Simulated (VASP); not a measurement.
# NaSr (Fd-3m) in VASP: a series of runs, part 2 of 2

VASP 6.6.1.

**3. Relaxation of cell and atoms, PBE**

This run uses another cell than the first one, of 46.88 Å³/atom.

INCAR reads:

```
SYSTEM = NaSr
PREC     = Accurate       ! precision mode
ENCUT    = 600            ! plane-wave cutoff, eV
EDIFF    = 1E-6           ! SCF threshold, eV
ISMEAR   = 0              ! smearing method
SIGMA    = 0.1            ! smearing width, eV
LREAL    = .FALSE.        ! projectors in reciprocal space
LASPH    = .TRUE.         ! aspherical terms in the spheres
NELM     = 60             ! most SCF steps
ALGO     = Fast           ! electronic algorithm
ISIF     = 3              ! what is computed and relaxed
LWAVE    = .FALSE.        ! write WAVECAR
LCHARG   = .FALSE.        ! write CHGCAR
GGA      = PE             ! functional
IBRION   = 2              ! ionic algorithm
NSW      = 100            ! ionic steps
EDIFFG   = -0.01          ! ionic threshold
```

KPOINTS reads:

```
regular mesh
0
G
  10 10 10
  0 0 0
```

POSCAR reads:

```
NaSr
1.0
    0.0000000000      4.5430711948      4.5430711948
    4.5430711948      0.0000000000      4.5430711948
    4.5430711948      4.5430711948      0.0000000000
Na Sr
2 2
Direct
    0.0000000000      0.0000000000      0.0000000000
    0.2500000000      0.2500000000      0.2500000000
    0.5000000000      0.5000000000      0.5000000000
    0.7500000000      0.7500000000      0.7500000000
```

Potentials or basis: VASP PAW PBE potentials, release 64 (Na_pv, Sr_sv).

Run with:

```sh
$ cat potpaw_PBE.64/Na_pv/POTCAR potpaw_PBE.64/Sr_sv/POTCAR > POTCAR
$ mpirun -np 1 vasp_std > vasp.out
```

OUTCAR:

```text
SYSTEM = NaSr
   PREC = Accurate
   ENCUT = 600
   EDIFF = 1E-6
   ISMEAR = 0
   LREAL = .FALSE.
   LASPH = .TRUE.
   NELM = 60
   ISIF = 3
   GGA = PE
   IBRION = 2
   NSW = 100
   EDIFFG = -0.01

 ion  position               nearest neighbor table
   1  0.000  0.000  0.000-   4 3.93   4 3.93   4 3.93   4 3.93
   2  0.250  0.250  0.250-   3 3.93   3 3.93   3 3.93   3 3.93
   3  0.500  0.500  0.500-   2 3.93   4 3.93   2 3.93   2 3.93   2 3.93   4 3.93   4 3.93   4 3.93

   4  0.750  0.750  0.750-   1 3.93   3 3.93   3 3.93   3 3.93   3 3.93   1 3.93   1 3.93   1 3.93

  LATTYP: Found a face centered cubic cell.
 ALAT       =     9.0861423896

  Lattice vectors:

 A1 = (   0.0000000000,   4.5430711948,   4.5430711948)
 A2 = (   4.5430711948,   0.0000000000,   4.5430711948)
 A3 = (   4.5430711948,   4.5430711948,   0.0000000000)

Analysis of symmetry for initial positions (statically):
=====================================================================
 Subroutine PRICEL returns:
 Original cell was already a primitive cell.

 Routine SETGRP: Setting up the symmetry group for a
 face centered cubic supercell.

 Subroutine GETGRP returns: Found 48 space group operations
 (whereof 24 operations were pure point group operations)
 out of a pool of 48 trial point group operations.

The static configuration has the point symmetry T_d .
 The point group associated with its full space group is O_h .

Analysis of symmetry for dynamics (positions and initial velocities):
=====================================================================
 Subroutine PRICEL returns:
 Original cell was already a primitive cell.

 Routine SETGRP: Setting up the symmetry group for a
 face centered cubic supercell.

 Subroutine GETGRP returns: Found 48 space group operations
 (whereof 24 operations were pure point group operations)
[... 129 lines left out ...]
  Fermi-wavevector in a.u.,A,eV,Ry     =   0.926563  1.750950 11.680859  0.858519
  Thomas-Fermi vector in A             =   2.052539
   LORBIT       =      0    0 simple, 1 ext, 2 COOP (PROOUT), +10 PAW based schemes
   GGA     = PE    functional components
   LHFCALC =     F    Hartree Fock is set to
   AEXX    =    0.0000 exact exchange contribution
   IVDW    =     0    specifies the selected vdW correction
   LEPSILON=     F    determine dielectric tensor
   LRPA    =     F    only Hartree local field effects (RPA)
 conjugate gradient relaxation of ions
 non-spin polarized calculation
 RMM-DIIS sequential band-by-band and
 Gauss-broadening in eV      SIGMA  =   0.10
  energy-cutoff  :      600.00
  volume of cell :      187.53
 maximum number of plane-waves:      6314
 NGX is ok and might be reduce to    54
   NGX = 25   NGY = 25   NGZ = 25

--------------------------------------- Ionic step        1  -------------------------------------------

 number of electron      34.0000006 magnetization

 Free energy of the ion-electron system (eV)
  ---------------------------------------------------
  ext. energy  EPLUGINS =         0.00000000
  ---------------------------------------------------
  free energy    TOTEN  =        -5.47440557 eV

  energy without entropy =       -5.45876320  energy(sigma->0) =       -5.46658439

------------------------ aborting loop because EDIFF is reached ----------------------------------------

  FORCE on cell =-STRESS in cart. coord.  units (eV):
  Direction    XX          YY          ZZ          XY          YZ          ZX
  --------------------------------------------------------------------------------------
  -------------------------------------------------------------------------------------
  Total        0.2609288      0.2609288      0.2609288      0.0000000      0.0000000      0.0000000
  in kB        2.2292254      2.2292254      2.2292254      0.0000000      0.0000000      0.0000000
  external PRESSURE =       2.2292254 kB  Pullay stress =       0.0000000 kB
[... 139 lines left out ...]
--------------------------------------- Ionic step        5  -------------------------------------------

 number of electron      33.9999989 magnetization

 Free energy of the ion-electron system (eV)
  ---------------------------------------------------
  ext. energy  EPLUGINS =         0.00000000
  ---------------------------------------------------
  free energy    TOTEN  =        -5.47756238 eV

  energy without entropy =       -5.46159543  energy(sigma->0) =       -5.46957891

 E-fermi :   0.8740     XC(G=0):  -6.8917

 val. band max:        0.8650826162   @ k =   0.3000   0.2000   0.1000
 cond. band min:       0.8870070745   @ k =   0.2000   0.0000   0.0000
 fundamental gap:      0.0219244583
 Fermi energy:         0.8739935781

 k-point     1 :       0.0000    0.0000    0.0000
  band No.  band energies     occupation
      1     -36.0514      2.00000
      2     -36.0271      2.00000
      3     -23.6269      2.00000
      4     -23.6269      2.00000
      5     -23.6269      2.00000
      6     -23.6216      2.00000
[... 565 lines left out ...]
     20       1.6347      0.00000
     21       2.2810      0.00000

 [... further k-points ...]
[... 5 lines left out ...]
  --------------------------------------------------------------------------------------
  -------------------------------------------------------------------------------------
  Total        0.0194310      0.0194310      0.0194310      0.0000000     -0.0000000      0.0000000
  in kB        0.1620980      0.1620980      0.1620980      0.0000000     -0.0000000      0.0000000
  external PRESSURE =       0.1620980 kB  Pullay stress =       0.0000000 kB
[... 19 lines left out ...]
  FREE ENERGIE OF THE ION-ELECTRON SYSTEM (eV)
  ---------------------------------------------------
  free  energy   TOTEN  =        -5.4775623838 eV

  energy  without entropy=       -5.4615954309  energy(sigma->0) =       -5.46957891

 reached required accuracy - stopping structural energy minimisation
```

CONTCAR:

```text
NaSr
   1.00000000000000
    -0.0000000000000000    4.5793010171118107    4.5793010171118107
     4.5793010171118107    0.0000000000000000    4.5793010171118107
     4.5793010171118107    4.5793010171118107   -0.0000000000000000
  Na              Sr
     2     2
Direct
     0.0000000000000000    0.0000000000000000    0.0000000000000000
     0.2500000000000000    0.2500000000000000    0.2500000000000000
     0.5000000000000000    0.5000000000000000    0.5000000000000000
     0.7500000000000000    0.7500000000000000    0.7500000000000000

  0.00000000E+00  0.00000000E+00  0.00000000E+00
  0.00000000E+00  0.00000000E+00  0.00000000E+00
  0.00000000E+00  0.00000000E+00  0.00000000E+00
  0.00000000E+00  0.00000000E+00  0.00000000E+00
```

It took 29 min on 1 thread of Intel Xeon Platinum 8259CL at 2.50GHz (Skylake/Cascade Lake), shared host; peak memory 0.55 GiB.

Results:

| Item | Value |
| --- | --- |
| Free energy | -5.4776 eV |
| Relaxed volume | 48.01 Å³/atom |
| Relaxed cell | a = 6.476 Å, b = 6.476 Å, c = 6.476 Å, α = 60.00°, β = 60.00°, γ = 60.00° |
| Space group after relaxing (to 0.1 Å) | Fd-3m (No. 227) |
| Energy gained by relaxing | 0.8 meV/atom |
| Ionic steps | 5 |
| Pressure after relaxing | 0.0 GPa |
| Band gap on the k mesh | zero (bands 17 and 18 overlap by 1.62 eV) |

Step by step:
| step | energy change (eV) | largest force (eV/Å) | pressure (GPa) | volume (Å³) |
| --- | --- | --- | --- | --- |
| 1 | 0.0000 | 0.0000 | 0.22 | 187.53 |
| 2 | -0.0020 | 0.0000 | 0.12 | 189.31 |
| 3 | -0.0028 | 0.0000 | 0.07 | 190.50 |
| 4 | -0.0031 | 0.0000 | -0.04 | 192.90 |
| 5 | -0.0032 | 0.0000 | 0.02 | 192.06 |

Final structure:
```xyz
4
Lattice="0.0000 4.5793 4.5793 4.5793 0.0000 4.5793 4.5793 4.5793 0.0000" Properties=species:S:1:pos:R:3 pbc="T T T"
Na    0.0000    0.0000    0.0000
Na    2.2897    2.2897    2.2897
Sr    4.5793    4.5793    4.5793
Sr    6.8690    6.8690    6.8690
```

The gap in the log of VASP goes by the Fermi energy; the results here count the filled bands.